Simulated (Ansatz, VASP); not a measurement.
One calculation of Hf32O63, two programs

```xyz
95
Lattice="10.2360 0.0000 0.0000 0.0000 10.3714 0.0000 -1.7173 0.0000 10.4277" Properties=species:S:1:pos:R:3 pbc="T T T"
Hf    1.2382    0.2228    1.0823
Hf    3.4353    2.8267    1.5219
Hf    3.0264    4.9653    4.1105
Hf    0.8083    2.3776    3.6875
Hf    0.3803    0.2174    6.2979
Hf    2.5988    2.8126    6.7319
Hf    2.1652    4.9683    9.3498
Hf   -0.0500    2.3704    8.9058
Hf    1.2494    5.3973    1.0943
Hf    3.4545    7.9989    1.5187
Hf    3.0181   10.1560    4.1288
Hf    0.7987    7.5606    3.6921
Hf    0.3819    5.4100    6.2924
Hf    2.5924    7.9960    6.7340
Hf    2.1623   10.1548    9.3424
Hf   -0.0489    7.5583    8.9083
Hf    6.3532    0.2242    1.0894
Hf    8.5693    2.8154    1.5209
Hf    8.1369    4.9691    4.1293
Hf    5.9146    2.3722    3.6890
Hf    5.4958    0.2155    6.3013
Hf    7.7110    2.8116    6.7362
Hf    7.2899    4.9690    9.3464
Hf    5.0668    2.3760    8.9088
Hf    6.3574    5.4054    1.0874
Hf    8.5715    7.9990    1.5220
Hf    8.1358   10.1569    4.1302
Hf    5.9258    7.5608    3.6941
Hf    5.4943    5.4012    6.2983
Hf    7.7115    7.9950    6.7372
Hf    7.2796   10.1522    9.3439
Hf    5.0682    7.5603    8.9055
O     2.8126    1.3361    0.0973
O     2.3788    1.2684    2.7074
O     1.4466    3.8598    5.0545
O     0.0904    1.7749    1.7619
O     4.6117    4.3508    0.8399
O     4.1554    3.4199    3.4453
O    -0.3447    0.8329    4.3700
O     1.0133    3.9297    7.7118
O     1.9581    1.3440    5.3191
O     1.5284    1.2513    7.9227
O     0.5721    3.8409   10.3613
O    -0.7808    1.7532    6.9861
O     3.7509    4.3467    6.0563
O     3.3170    3.4258    8.6615
O    -1.2110    0.8355    9.5884
O     1.8804    9.1182    2.5021
O     2.8219    6.5267    0.1057
O     2.3551    6.3831    2.7009
O     1.4412    9.0366    5.1076
O     0.0794    6.9499    1.7680
O     4.6077    9.5316    0.8395
O     4.1686    8.6008    3.4493
O    -0.3601    6.0347    4.3839
O     1.0136    9.1167    7.7162
O     1.9564    6.5335    5.3151
O     1.5313    6.4362    7.9258
O     0.5838    9.0317   10.3235
O    -0.7780    6.9385    6.9872
O     3.7481    9.5362    6.0494
O     3.3222    8.6143    8.6581
O    -1.1949    6.0098    9.5888
O     6.9884    3.9332    2.5076
O     7.9330    1.3414    0.1046
O     7.5159    1.2623    2.7136
O     6.5622    3.8440    5.1102
O     5.1937    1.7469    1.7872
O     9.7362    4.3512    0.8445
O     9.3185    3.4511    3.4292
O     4.7648    0.8324    4.3805
O     6.1339    3.9319    7.7198
O     7.0719    1.3388    5.3174
O     6.6439    1.2524    7.9256
O     5.7068    3.8479   10.3284
O     4.3351    1.7536    6.9893
O     8.8771    4.3421    6.0438
O     8.4426    3.4279    8.6578
O     3.9075    0.8377    9.5970
O     6.9892    9.1232    2.5069
O     7.9353    6.5253    0.1044
O     7.5045    6.4416    2.7103
O     6.5583    9.0309    5.1132
O     5.1962    6.9436    1.7692
O     9.7262    9.5436    0.8398
O     9.2985    8.6193    3.4444
O     4.7846    6.0099    4.3683
O     6.1324    9.1168    7.7185
O     7.0794    6.5257    5.3201
O     6.6480    6.4373    7.9265
O     5.7024    9.0309   10.3252
O     4.3410    6.9446    6.9809
O     8.8683    9.5352    6.0502
O     8.4389    8.6103    8.6616
O     3.9093    6.0179    9.5889
```

Alike in both runs: functional PBE; k mesh 1 × 1 × 1; occupations gaussian, width 0.02 eV; collinear spin.

Ansatz relaxed the structure, and its values are those at the end. VASP's run is a single point on that final structure, the one shown.

|  | VASP | Ansatz |
| --- | --- | --- |
| version | VASP 6.6.1 | Ansatz 0.2.0 |
| potentials or method | VASP PAW PBE potentials, release 64 (Hf_pv, O), cutoff 520 eV | scalar-relativistic, plane waves, PAW |
| valence electrons in the cell | 698 | 1210 |

VASP gave:

- gap on the k mesh at the Fermi level (eV): 1.72
- least direct gap on the mesh (eV): 1.72
- rms of the force components (eV/Å): 0.038
- net moment per atom (μB): 0.00

Question: Estimate Ansatz's values.

Answer: gap on the k mesh at the Fermi level (eV): 1.73; least direct gap on the mesh (eV): 1.73; rms of the force components (eV/Å): 0.003; net moment per atom (μB): 0.00.

VASP's potentials hold 698 valence electrons a cell and Ansatz's 1210, so a difference there can come from the potentials and not from the codes. Ansatz's warnings: seeded moment not kept.

Spin-orbit coupling is off throughout.
